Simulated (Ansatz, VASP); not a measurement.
# Two plane-wave programs on TaN

INCAR

```
SYSTEM = TaN
PREC     = Accurate       ! precision mode
ENCUT    = 520            ! plane-wave cutoff, eV
EDIFF    = 1E-6           ! SCF threshold, eV
ISMEAR   = 0              ! smearing method
SIGMA    = 0.15           ! smearing width, eV
LREAL    = .False.        ! projectors in reciprocal space
LASPH    = .True.         ! aspherical terms in the spheres
NELM     = 100            ! most SCF steps
ALGO     = Normal         ! electronic algorithm
ISIF     = 2              ! what is computed and relaxed
LWAVE    = .False.        ! write WAVECAR
LCHARG   = .True.         ! write CHGCAR
GGA      = PS             ! functional
LELF     = .True.         ! ELF
LVHAR    = .True.       
NBANDS   = 24             ! bands
```

KPOINTS

```
regular mesh
0
Gamma
  18 18 8
  0 0 0
```

Contents of POSCAR:

```
TaN
1.0
    3.2031096542      0.0000000000      0.0000000000
   -1.6015548271      2.7739743316      0.0000000000
    0.0000000000      0.0000000000      6.2088761264
Ta N
2 2
Direct
    0.3333333333      0.6666666667      0.0301041378
    0.6666666667      0.3333333333      0.5301041378
    0.3333333333      0.6666666667      0.3548958622
    0.6666666667      0.3333333333      0.8548958622
```

Input for Ansatz:

```yaml
crystal:
  lattice:
    - [3.2031096542, 0.0, 0.0]
    - [-1.6015548271, 2.7739743316, 0.0]
    - [0.0, 0.0, 6.2088761264]
  atoms:
    - { symbol: Ta, position: [0.3333333333, 0.6666666667, 0.0301041378] }
    - { symbol: Ta, position: [0.6666666667, 0.3333333333, 0.5301041378] }
    - { symbol: "N", position: [0.3333333333, 0.6666666667, 0.3548958622] }
    - { symbol: "N", position: [0.6666666667, 0.3333333333, 0.8548958622] }
basis:
  ecutwfc: 520.0
kpoints:
  mp_grid: { grid: [18, 18, 8] }
hamiltonian:
  xc: pbesol
  pseudopotentials: { kind: paw, azcp: { folder: soft_1 } }
scf:
  occupations: { method: gaussian, width: 0.15 }
output:
  forces: true
  stress: true
  eigenvalues: true
```

Alike in both runs: task single point; functional PBEsol; k mesh 18 × 18 × 8; occupations gaussian, width 0.15 eV; no spin polarisation.

|  | VASP | Ansatz |
| --- | --- | --- |
| version | VASP 6.6.1 | Ansatz 0.2.0 |
| potentials or method | VASP PAW PBE potentials, release 64 (Ta_pv, N), cutoff 520 eV | scalar-relativistic, plane waves, PAW |
| valence electrons in the cell | 32 | 36 |

VASP gave:

| Property | Result |
| --- | --- |
| gap on the k mesh at the Fermi level (eV) | none |
| pressure (GPa) | -17.4 |
| traceless stress, the component that is largest in VASP (GPa) | -3.80 |
| rms of the force components (eV/Å) | 0.028 |

**Question.** Which values does Ansatz return?

**Answer.** gap on the k mesh at the Fermi level (eV): none; pressure (GPa): -18.0; traceless stress, the component that is largest in VASP (GPa): -4.11; rms of the force components (eV/Å): 0.038.

VASP's potentials were made for PBE, not for PBEsol, and Ansatz warns of the same on its side. Atom by atom the forces differ by 0.010 eV/Å (rms over components). A gap of «none» marks a metal or a gap that the smearing closes. VASP's potentials hold 32 valence electrons a cell and Ansatz's 36, so a difference there can come from the potentials and not from the codes.

Spin-orbit coupling is off throughout.
